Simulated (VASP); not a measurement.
# Al (Im-3m) in VASP: settings compared

Al is run at these levels: PBE exchange alone, LDA, PBEsol, r2SCAN; tasks: single point.

All numbers are computed with VASP 6.6.1; they aren't measurements. Logs are shortened: lines on timing, memory, paths and dates and some standing lists are left out, and cuts for length are marked.

### 1 The cell of the first run

The structure is cubic, space group Im-3m (No. 229). Conventional cell: a = 3.182 Å, b = 3.182 Å, c = 3.182 Å, α = 90.00°, β = 90.00°, γ = 90.00°. Al (site symmetry m-3m) has 14 Al at 2.76 to 3.18 Å within 3.6 Å.

### 2 Single point, PBE exchange alone, collinear spin, ferrimagnetic start

INCAR reads:

```
  PREC = Accurate
  ENCUT = 520
  EDIFF = 1E-6
  ISMEAR = -1
  SIGMA = 0.05
  LREAL = F
  LASPH = T
  NELM = 150
  ALGO = Normal
  ISIF = 2
  LWAVE = F
  LCHARG = F
  ISPIN = 2
  MAGMOM = -0.21 0.57
  LORBIT = 11
  GGA = PE
  ALDAC = 0.0
  AGGAC = 0.0
  NBANDS = 14
```

KPOINTS reads:

```
regular mesh
0
Gamma
  6 6 6
```

POSCAR reads:

```
Al
1.0
    3.1824373800      0.0000000000      0.0000000000
    0.0000000000      3.1824373800      0.0000000000
    0.0000000000      0.0000000000      3.1824373800
Al
2
Direct
    0.0000000000      0.0000000000      0.0000000000
    0.5000000000      0.5000000000      0.5000000000
```

Potentials or basis: VASP PAW PBE potentials, release 64 (Al).

Run with:

```sh
cat potpaw_PBE.64/Al/POTCAR > POTCAR
mpirun -np 1 vasp_std > vasp.out
```

OUTCAR:

```text
PREC = Accurate
   ENCUT = 520
   EDIFF = 1E-6
   ISMEAR = -1
   LREAL = F
   LASPH = T
   NELM = 150
   ISIF = 2
   ISPIN = 2
   LORBIT = 11
   GGA = PE

 ion  position               nearest neighbor table
   1  0.000  0.000  0.000-   2 2.76   2 2.76   2 2.76   2 2.76   2 2.76   2 2.76   2 2.76   2 2.76

   2  0.500  0.500  0.500-   1 2.76   1 2.76   1 2.76   1 2.76   1 2.76   1 2.76   1 2.76   1 2.76

  LATTYP: Found a simple cubic cell.
 ALAT       =     3.1824373800

  Lattice vectors:

 A1 = (   3.1824373800,   0.0000000000,   0.0000000000)
 A2 = (   0.0000000000,   3.1824373800,   0.0000000000)
 A3 = (   0.0000000000,   0.0000000000,   3.1824373800)

Analysis of symmetry for initial positions (statically):
=====================================================================
 Subroutine PRICEL returns following result:

  LATTYP: Found a body centered cubic cell.
 ALAT       =     3.1824373800

  Lattice vectors:

 A1 = (   1.5912186900,   1.5912186900,  -1.5912186900)
 A2 = (  -1.5912186900,   1.5912186900,   1.5912186900)
 A3 = (   1.5912186900,  -1.5912186900,   1.5912186900)

   2 primitive cells build up your supercell.

 Routine SETGRP: Setting up the symmetry group for a
 simple cubic supercell.

 Subroutine GETGRP returns: Found 48 space group operations
[... 5 lines left out ...]
Analysis of symmetry for dynamics (positions and initial velocities):
=====================================================================
 Subroutine PRICEL returns following result:

  LATTYP: Found a body centered cubic cell.
 ALAT       =     3.1824373800

  Lattice vectors:

 A1 = (   1.5912186900,   1.5912186900,  -1.5912186900)
 A2 = (  -1.5912186900,   1.5912186900,   1.5912186900)
 A3 = (   1.5912186900,  -1.5912186900,   1.5912186900)

   2 primitive cells build up your supercell.

 Routine SETGRP: Setting up the symmetry group for a
 simple cubic supercell.

 Subroutine GETGRP returns: Found 48 space group operations
 (whereof 48 operations were pure point group operations)
 out of a pool of 48 trial point group operations.

The dynamic configuration has the point symmetry O_h .

Analysis of structural, dynamic, and magnetic symmetry:
=====================================================================
 Subroutine PRICEL returns:
 Original cell was already a primitive cell.

 Routine SETGRP: Setting up the symmetry group for a
 simple cubic supercell.

 Subroutine GETGRP returns: Found 48 space group operations
 (whereof 48 operations were pure point group operations)
 out of a pool of 48 trial point group operations.

The overall configuration has the point symmetry O_h .

 Subroutine INISYM returns: Found 48 space group operations
[... 5 lines left out ...]
                                     Primitive cell

  volume of cell :      32.2314

  direct lattice vectors                    reciprocal lattice vectors
     3.182437380  0.000000000  0.000000000     0.314224565  0.000000000  0.000000000
     0.000000000  3.182437380  0.000000000     0.000000000  0.314224565  0.000000000
     0.000000000  0.000000000  3.182437380     0.000000000  0.000000000  0.314224565

  length of vectors
     3.182437380  3.182437380  3.182437380     0.314224565  0.314224565  0.314224565

  position of ions in fractional coordinates (direct lattice)
     0.000000000  0.000000000  0.000000000
     0.500000000  0.500000000  0.500000000

  ion indices of the primitive-cell ions
   primitive index   ion index
                 1           1
                 2           2

----------------------------------------------------------------------------------------

 KPOINTS: regular mesh

Automatic generation of k-mesh.
 Grid dimensions read from file:
 generate k-points for:    6    6    6

 Generating k-lattice:

  Cartesian coordinates                     Fractional coordinates (reciprocal lattice)
     0.052370761  0.000000000  0.000000000     0.166666667  0.000000000  0.000000000
     0.000000000  0.052370761  0.000000000     0.000000000  0.166666667  0.000000000
     0.000000000  0.000000000  0.052370761     0.000000000  0.000000000  0.166666667

  Length of vectors
[... 36 lines left out ...]
   dimension x,y,z NGXF=    48 NGYF=   48 NGZF=   48
   ions per type =               2
   NGX,Y,Z   is equivalent  to a cutoff of  12.54, 12.54, 12.54 a.u.
   NGXF,Y,Z  is equivalent  to a cutoff of  25.07, 25.07, 25.07 a.u.
 SYSTEM =  unknown system
   PREC   = accura    normal or accurate (medium, high low for compatibility)
   ISTART =      0    job   : 0-new  1-cont  2-samecut
   ICHARG =      2    charge: 1-file 2-atom 10-const
   ISPIN  =      2    spin polarized calculation?
   LNONCOLLINEAR =      F non collinear calculations
   LSORBIT =      F    spin-orbit coupling
   LASPH  =      T    aspherical Exc in radial PAW
   ENCUT  =  520.0 eV  38.22 Ry    6.18 a.u.   5.92  5.92  5.92*2*pi/ulx,y,z
   NELM   =    150;   NELMIN=  2; NELMDL= -5     # of ELM steps
   EDIFF  = 0.1E-05   stopping-criterion for ELM
   LREAL  =      F    real-space projection
   EDIFFG = 0.1E-04   stopping-criterion for IOM
   NSW    =      0    number of steps for IOM
   IBRION =     -1    ionic relax: 0-MD 1-quasi-New 2-CG
   NFREE  =      0    steps in history (QN), initial steepest desc. (CG)
   ISIF   =      2    stress and relaxation
   ISYM   =      2    0-nonsym 1-usesym 2-fastsym
   POTIM  = 0.5000    time-step for ionic-motion
   TEBEG  =    0.0;   TEEND  =   0.0 temperature during run
   PSTRESS=    0.0 pullay stress
   NELECT =       6.0000    total number of electrons
   NUPDOWN=      -1.0000    fix difference up-down
   EMIN   =  10.00;   EMAX   =-10.00  energy-range for DOS
[... 5 lines left out ...]
     AMIX     =   0.40;   BMIX     =  1.00
     AMIX_MAG =   1.60;   BMIX_MAG =  1.00
  volume/ion in A,a.u.               =      16.12       108.75
  Fermi-wavevector in a.u.,A,eV,Ry     =   0.934757  1.766435 11.888371  0.873771
  Thomas-Fermi vector in A             =   2.061595
   LORBIT       =     11    0 simple, 1 ext, 2 COOP (PROOUT), +10 PAW based schemes
   GGA     = PE    functional components
   LHFCALC =     F    Hartree Fock is set to
   AEXX    =    0.0000 exact exchange contribution
   IVDW    =     0    specifies the selected vdW correction
   LEPSILON=     F    determine dielectric tensor
   LRPA    =     F    only Hartree local field effects (RPA)
 spin polarized calculation
  energy-cutoff  :      520.00
  volume of cell :       32.23
 maximum number of plane-waves:       912
 NGX is ok and might be reduce to    24

 number of electron       6.0000000 magnetization      -0.0054783

 number of electron       6.0000000 magnetization       0.0005326

 Free energy of the ion-electron system (eV)
  ---------------------------------------------------
  ext. energy  EPLUGINS =         0.00000000
  ---------------------------------------------------
  free energy    TOTEN  =        -3.54111763 eV

  energy without entropy =       -3.53060656  energy(sigma->0) =       -3.53586210

 E-fermi :   9.7128     XC(G=0):  -8.7928

 val. band max:        9.5862235151   @ k =   0.1667   0.1667   0.1667
 cond. band min:       9.7621449792   @ k =   0.3333   0.1667   0.0000
 fundamental gap:      0.1759214641
 Fermi energy:         9.7128275489

 spin component 1

 k-point     1 :       0.0000    0.0000    0.0000
  band No.  band energies     occupation
      1      -1.5673      1.00000
      2      11.5872      0.00000
      3      11.5872      0.00000
      4      11.5872      0.00000
      5      12.7879      0.00000
      6      12.7879      0.00000
      7      15.4289      0.00000
      8      23.0659      0.00000
      9      23.0659      0.00000
     10      23.0659      0.00000
     11      24.6261      0.00000
     12      24.6261      0.00000
     13      24.6261      0.00000
     14      26.3174      0.00000
[... 308 lines left out ...]
  band No.  band energies     occupation
      1       8.7325      1.00000
      2       8.7325      1.00000
      3       8.7325      1.00000
      4       8.7325      1.00000
      5       8.7325      1.00000
      6       8.7325      1.00000
      7      10.1097      0.00036
      8      10.1098      0.00036
      9      31.8367      0.00000
     10      31.8367      0.00000
     11      31.8367      0.00000
     12      31.8367      0.00000
     13      32.9760      0.00000
     14      32.9760      0.00000
 Fermi energy:         9.7128275489

 spin component 2

 k-point     1 :       0.0000    0.0000    0.0000
  band No.  band energies     occupation
      1      -1.5669      1.00000
      2      11.5876      0.00000
      3      11.5876      0.00000
      4      11.5876      0.00000
      5      12.7884      0.00000
      6      12.7884      0.00000
      7      15.4293      0.00000
      8      23.0664      0.00000
      9      23.0664      0.00000
     10      23.0664      0.00000
     11      24.6264      0.00000
     12      24.6264      0.00000
     13      24.6264      0.00000
     14      26.3178      0.00000
[... 309 lines left out ...]
      1       8.7329      1.00000
      2       8.7329      1.00000
      3       8.7329      1.00000
      4       8.7330      1.00000
      5       8.7330      1.00000
      6       8.7330      1.00000
      7      10.1100      0.00035
      8      10.1101      0.00035
      9      31.8371      0.00000
     10      31.8371      0.00000
     11      31.8371      0.00000
     12      31.8371      0.00000
     13      32.9764      0.00000
     14      32.9764      0.00000

------------------------ aborting loop because EDIFF is reached ----------------------------------------

  FORCE on cell =-STRESS in cart. coord.  units (eV):
  Direction    XX          YY          ZZ          XY          YZ          ZX
  --------------------------------------------------------------------------------------
  -------------------------------------------------------------------------------------
  Total        2.6647362      2.6647362      2.6647362      0.0000000      0.0000000     -0.0000000
  in kB      132.4601376    132.4601376    132.4601376      0.0000000      0.0000000     -0.0000000
  external PRESSURE =     132.4601376 kB  Pullay stress =       0.0000000 kB

 VOLUME and BASIS-vectors are now :
 -----------------------------------------------------------------------------
  energy-cutoff  :      520.00
  volume of cell :       32.23
      direct lattice vectors                 reciprocal lattice vectors
     3.182437380  0.000000000  0.000000000     0.314224565  0.000000000  0.000000000
     0.000000000  3.182437380  0.000000000     0.000000000  0.314224565  0.000000000
     0.000000000  0.000000000  3.182437380     0.000000000  0.000000000  0.314224565

 POSITION                                       TOTAL-FORCE (eV/Angst)
 -----------------------------------------------------------------------------------
      0.00000      0.00000      0.00000         0.000000      0.000000      0.000000
      1.59122      1.59122      1.59122         0.000000      0.000000      0.000000
 -----------------------------------------------------------------------------------
    total drift:                               -0.000000     -0.000000     -0.000000

  FREE ENERGIE OF THE ION-ELECTRON SYSTEM (eV)
  ---------------------------------------------------
  free  energy   TOTEN  =        -3.5411176341 eV

  energy  without entropy=       -3.5306065621  energy(sigma->0) =       -3.53586210

 total charge

# of ion       s       p       d       tot
------------------------------------------
    1        0.440   0.337   0.000   0.778
    2        0.440   0.337   0.000   0.778
--------------------------------------------------
tot          0.880   0.675   0.000   1.555

 magnetization (x)

# of ion       s       p       d       tot
------------------------------------------
    1        0.000   0.000   0.000   0.000
    2        0.000   0.000   0.000   0.000
--------------------------------------------------
tot          0.000   0.000   0.000   0.000
```

It took 8.8 s on 1 thread of Intel Xeon 6975P-C, shared host; peak memory 0.14 GiB.

What came out:

* Free energy: -3.5411 eV
* Pressure: 13.2 GPa
* Band gap on the k mesh: zero (filled and empty bands overlap)
* Net moment: 0.00 μB per cell
* Valence electrons inside the program's atomic spheres: Al 0.78

### 3 Single point, LDA

This run uses another cell than the first one: it holds 1 atom, not 2.

INCAR reads:

```
SYSTEM = Al
PREC = Accurate
ENCUT = 520
EDIFF = 1E-6
ISMEAR = -1
SIGMA = 0.05
LREAL = .FALSE.
LASPH = .TRUE.
NELM = 80
ALGO = Fast
ISIF = 2
LWAVE = .FALSE.
LCHARG = .TRUE.
GGA = CA
LELF = .TRUE.
LVHAR = .TRUE.
NBANDS = 8
```

KPOINTS reads:

```
regular mesh
0
G
  7 7 7
  0 0 0
```

POSCAR reads:

```
Al
1.0
   -1.5912186900      1.5912186900      1.5912186900
    1.5912186900     -1.5912186900      1.5912186900
    1.5912186900      1.5912186900     -1.5912186900
Al
1
Direct
    0.0000000000      0.0000000000      0.0000000000
```

Potentials or basis: VASP PAW LDA potentials, release 64 (Al).

Run with:

```sh
cat potpaw_LDA.64/Al/POTCAR > POTCAR
mpirun -np 1 vasp_std > vasp.out
```

OUTCAR:

```text
SYSTEM = Al
   PREC = Accurate
   ENCUT = 520
   EDIFF = 1E-6
   ISMEAR = -1
   LREAL = .FALSE.
   LASPH = .TRUE.
   NELM = 80
   ISIF = 2
   GGA = CA

 ion  position               nearest neighbor table
   1  0.000  0.000  0.000-

  LATTYP: Found a body centered cubic cell.
 ALAT       =     3.1824373800

  Lattice vectors:

 A1 = (  -1.5912186900,   1.5912186900,   1.5912186900)
 A2 = (   1.5912186900,  -1.5912186900,   1.5912186900)
[... 392 lines left out ...]
      6      15.5381      0.00000
      7      31.3741      0.00000
      8      32.1236      0.00000

------------------------ aborting loop because EDIFF is reached ----------------------------------------

  FORCE on cell =-STRESS in cart. coord.  units (eV):
  Direction    XX          YY          ZZ          XY          YZ          ZX
  --------------------------------------------------------------------------------------
  -------------------------------------------------------------------------------------
  Total        0.0057743      0.0057743      0.0057743      0.0000000     -0.0000000     -0.0000000
  in kB        0.5740651      0.5740651      0.5740651      0.0000000     -0.0000000     -0.0000000
  external PRESSURE =       0.5740651 kB  Pullay stress =       0.0000000 kB

 VOLUME and BASIS-vectors are now :
 -----------------------------------------------------------------------------
  energy-cutoff  :      520.00
  volume of cell :       16.12
      direct lattice vectors                 reciprocal lattice vectors
    -1.591218690  1.591218690  1.591218690     0.000000000  0.314224565  0.314224565
     1.591218690 -1.591218690  1.591218690     0.314224565  0.000000000  0.314224565
     1.591218690  1.591218690 -1.591218690     0.314224565  0.314224565  0.000000000

 POSITION                                       TOTAL-FORCE (eV/Angst)
 -----------------------------------------------------------------------------------
      0.00000      0.00000      0.00000        -0.000000      0.000000      0.000000
 -----------------------------------------------------------------------------------
    total drift:                                0.000000      0.000000     -0.000000

  FREE ENERGIE OF THE ION-ELECTRON SYSTEM (eV)
  ---------------------------------------------------
  free  energy   TOTEN  =        -4.0692622007 eV

  energy  without entropy=       -4.0622162110  energy(sigma->0) =       -4.06573921
```

stdout:

```text
POSCAR found type information on POSCAR Al
 POSCAR found :  1 types and       1 ions
 scaLAPACK will be used
 LDA part: xc-table for (Slater(with rela. corr.)+CA(PZ))
 , standard interpolation
 POSCAR, INCAR and KPOINTS ok, starting setup
 FFT: planning ... GRIDC
 FFT: planning ... GRID_SOFT
 FFT: planning ... GRID
 WAVECAR not read
 entering main loop
```

It took 4.9 s on 1 thread of Intel Xeon 8259CL, shared host; peak memory 0.11 GiB.

Results:

- Free energy: -4.0693 eV
- Pressure: 0.1 GPa

Caveat: the k points lie up to 0.40 Å⁻¹ apart.

### 4 Single point, PBEsol

This run uses another cell than the first one: it holds 1 atom, not 2.

INCAR reads:

```
SYSTEM = Al
ALGO = Normal
EDIFF = 1E-7
ENCUT = 520
GGA = PS
ISIF = 2
ISMEAR = -1
LASPH = .TRUE.
LCHARG = .TRUE.
LELF = .TRUE.
LREAL = .FALSE.
LVHAR = .TRUE.
LWAVE = .FALSE.
NBANDS = 8
NELM = 80
PREC = Accurate
SIGMA = 0.05
```

KPOINTS reads:

```
k-points
0
G
  7 7 7
  0 0 0
```

POSCAR is that of step 3.

Potentials or basis: VASP PAW PBE potentials, release 64 (Al).

Run with:

```sh
cat potpaw_PBE.64/Al/POTCAR > POTCAR
mpirun -np 1 vasp_std > vasp.out
```

It took 6.2 s on 1 thread of Intel Xeon 8259CL, shared host; peak memory 0.12 GiB.

It converged, with:

```
Free energy : -3.9700 eV
Pressure    : 1.8 GPa
```

Levels at points of the mesh, in eV from the Fermi level:
```csv
k point,band 1,band 2,band 3,band 4,band 5,band 6
"(0.00, 0.00, 0.00)",-11.37,13.31,13.31,13.31,14.95,14.95
```

Caveat: the k points lie up to 0.40 Å⁻¹ apart; the PAW data sets were made with another functional, which shifts forces and pressure a little.

### 5 Single point, r2SCAN

This run uses another cell than the first one: it holds 1 atom, not 2.

POSCAR is that of step 4.

INCAR.step1 reads:

```
SYSTEM = Al
PREC     = Accurate       ! precision mode
ENCUT    = 520            ! plane-wave cutoff, eV
ISMEAR   = -1             ! smearing method
SIGMA    = 0.05           ! smearing width, eV
LREAL    = .False.        ! projectors in reciprocal space
LASPH    = .True.         ! aspherical terms in the spheres
NELM     = 60             ! most SCF steps
NBANDS   = 8              ! bands
GGA      = PE             ! functional
ALGO     = Normal         ! electronic algorithm
EDIFF    = 1E-4           ! SCF threshold, eV
LWAVE    = .True.         ! write WAVECAR
LCHARG   = .False.        ! write CHGCAR
```

INCAR.step2 reads:

```
SYSTEM = Al
PREC     = Accurate       ! precision mode
ENCUT    = 520            ! plane-wave cutoff, eV
EDIFF    = 1E-6           ! SCF threshold, eV
ISMEAR   = -1             ! smearing method
SIGMA    = 0.05           ! smearing width, eV
LREAL    = .False.        ! projectors in reciprocal space
LASPH    = .True.         ! aspherical terms in the spheres
NELM     = 60             ! most SCF steps
ALGO     = Normal         ! electronic algorithm
ISIF     = 2              ! what is computed and relaxed
LWAVE    = .False.        ! write WAVECAR
LCHARG   = .False.        ! write CHGCAR
METAGGA  = R2SCAN         ! meta-GGA
LMIXTAU  = .True.       
NBANDS   = 8              ! bands
ISTART   = 1
```

KPOINTS reads:

```
regular mesh
0
Gamma
  7 7 7
  0 0 0
```

Run with:

```sh
cat potpaw_PBE.64/Al/POTCAR > POTCAR
cp INCAR.step1 INCAR
mpirun -np 1 vasp_std > vasp.out
cp INCAR.step2 INCAR
mpirun -np 1 vasp_std > vasp.out
```

Wall time 17 s (1 thread of Intel Xeon 8259CL, shared host); peak memory 0.12 GiB.

The run converged. Its results:

```yaml
Free_energy: -6.6075 eV
Pressure: -0.7 GPa
```

Levels at points of the mesh, in eV from the Fermi level:
```tsv
k point	band 1	band 2	band 3	band 4
(0.00, 0.00, 0.00)	-12.18	14.02	14.02	14.02
```

Caveat: the k points lie up to 0.40 Å⁻¹ apart; the PAW data sets were made with another functional, which shifts forces and pressure a little.

(Continued in part 2 of 2.)
